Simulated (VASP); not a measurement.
Here is a VASP 6.6.1 calculation.

Contents of INCAR:

```
  PREC = Accurate
  ENCUT = 520
  EDIFF = 1E-6
  ISMEAR = -1
  SIGMA = 0.08
  LREAL = F
  LASPH = T
  NELM = 100
  ALGO = Normal
  ISIF = 2
  LWAVE = F
  LCHARG = F
  GGA = PE
  NBANDS = 13
```

Contents of KPOINTS:

```
Automatic mesh
0
Gamma
  16 16 16
```

File POSCAR:

```
Ge
1.0
   -1.4265801743      1.4265801743      1.4265801743
    1.4265801743     -1.4265801743      1.4265801743
    1.4265801743      1.4265801743     -1.4265801743
Ge
1
Direct
    0.0000000000      0.0000000000      0.0000000000
```

Potentials or basis: VASP PAW PBE potentials, release 64 (Ge_d).

Run with:

```sh
$ cat potpaw_PBE.64/Ge_d/POTCAR > POTCAR
$ mpirun -np 1 vasp_std > vasp.out
```

Question: Predict the pressure.

Answer: 103.0 GPa.

Question: Predict the band gap on the k mesh.

Answer: Zero (band 7 reaches 29.00 eV, above the bottom of band 8 at 8.15 eV).
